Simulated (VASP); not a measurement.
Input of a VASP 6.6.1 run:

Contents of INCAR:

```
SYSTEM = Ta
PREC = Accurate
ENCUT = 520
EDIFF = 1E-7
ISMEAR = 0
SIGMA = 0.05
LREAL = .False.
LASPH = .True.
NELM = 100
ALGO = Normal
ISIF = 2
LWAVE = .False.
LCHARG = .False.
GGA = PE
NBANDS = 42
```

Contents of KPOINTS:

```
regular mesh
0
Gamma
  1 1 16
  0 0 0
```

Contents of POSCAR:

```
Ta
1.0
   14.0000000000      0.0000000000      0.0000000000
    0.0000000000     14.3000000000      0.0000000000
    0.0000000000      0.0000000000      3.0768499299
Ta
6
Direct
    0.3316873184      0.5602739328      0.0000000000
    0.5615187898      0.3351829141      0.0000000000
    0.5581111670      0.5568878855      0.0000000000
    0.4418888330      0.4431121145      0.5000000000
    0.4384812102      0.6648170859      0.5000000000
    0.6683126816      0.4397260672      0.5000000000
```

Potentials or basis: VASP PAW PBE potentials, release 64 (Ta_pv).

Launch:

```console
$ cat potpaw_PBE.64/Ta_pv/POTCAR > POTCAR
$ mpirun -np 1 vasp_std > vasp.out
```

Question: Estimate the largest force.

Answer: 0.018 eV/Å.

Question: What does it give for the band gap on the k mesh?

Answer: Zero (bands 33 and 34 overlap by 0.90 eV).

Forces on the atoms (eV/Å):
```
Ta  -0.018  0.004  0.000
Ta   0.004 -0.016  0.000
Ta   0.006  0.004  0.000
Ta  -0.006 -0.004  0.000
Ta  -0.004  0.016  0.000
Ta   0.018 -0.004  0.000
```

Caveat: spin-orbit coupling is left out, which moves the levels of the heavy elements.
